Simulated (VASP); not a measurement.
Crystal: KF.

```
CELL_PARAMETERS angstrom
0.00000 2.67185 2.67185
2.67185 0.00000 2.67185
2.67185 2.67185 0.00000
ATOMIC_POSITIONS crystal
K 0.00000 0.00000 0.00000
F 0.50000 0.50000 0.50000
```

Base run:

* Program: VASP 6.6.1
* Functional: PBE-based screened hybrid with 25 % exact exchange
* Potentials or basis: VASP PAW PBE potentials, release 64 (K_sv, F)
* Cutoff: 520 eV
* k mesh: 5 × 5 × 5
* Occupations: fermi-dirac, width 0.05 eV
* Spin: no spin polarisation

Its results: band gap on the k mesh 8.19 eV; pressure 0.6 GPa.

Question: The run is repeated on the same cell with these changes: functional from PBE-based screened hybrid with 25 % exact exchange to PBE. What comes out?

Answer: Band gap on the k mesh 6.17 eV; pressure 1.4 GPa.

Caveats: the PAW data sets were made with another functional, which shifts forces and pressure a little (at least some runs).

